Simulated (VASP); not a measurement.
Wanted: the native input for a VASP 6.6.1 run.

* Task: single point
* Functional: PBE
* Potentials or basis: VASP PAW PBE potentials, release 64 (Te, Mo_sv)
* Cutoff: 500 eV
* k mesh: 6 × 6 × 1
* Occupations: gaussian, width 0.1 eV
* Spin: no spin polarisation
* Hubbard terms: Mo d U = 4.9 eV
* Dipole correction: no
* Further INCAR settings: ALGO = Normal; EDIFF = 1e-06; NBANDS = 20

The structure of Te2Mo lies in POSCAR:

```
Te2Mo
1.0
    3.5602328140      0.0000000000      0.0000000000
   -1.7801164070      3.0832520603      0.0000000000
    0.0000000000      0.0000000000     17.5240578200
Te Mo
2 1
Direct
    0.3333333333      0.6666666667      0.8978554500
    0.3333333333      0.6666666667      0.1021445500
    0.0000000000      0.0000000000      0.0000000000
```

One way to write it, as run:

INCAR

```
  ALGO = Normal
  EDIFF = 1E-6
  ENCUT = 500
  GGA = PE
  GGA_COMPAT = False
  ISIF = 2
  ISMEAR = 0
  LASPH = True
  LCHARG = False
  LDAU = True
  LDAUJ = 0 0
  LDAUL = -1 2
  LDAUPRINT = 1
  LDAUTYPE = 2
  LDAUU = 0 4.9
  LMAXMIX = 4
  LREAL = False
  LWAVE = False
  NBANDS = 20
  NELM = 200
  PREC = Accurate
  SIGMA = 0.1
```

KPOINTS

```
k-points
0
Gamma
  6 6 1
```

Potentials or basis: VASP PAW PBE potentials, release 64 (Te, Mo_sv).

The run is started by

```console
$ cat potpaw_PBE.64/Te/POTCAR potpaw_PBE.64/Mo_sv/POTCAR > POTCAR
$ mpirun -np 1 vasp_std > vasp.out
```

Results of the run:

| Property | Result |
| --- | --- |
| Largest force | 0.494 eV/Å |
| Band gap on the k mesh | 1.05 eV, direct |

Caveat: spin-orbit coupling is left out, which moves the levels of the heavy elements; the U is typed as a test and isn't derived for this compound.

Wall time 29 s on 1 thread of AMD EPYC 9R45 96-Core Processor (Zen 5), with other jobs on the host, peak memory 0.27 GiB.
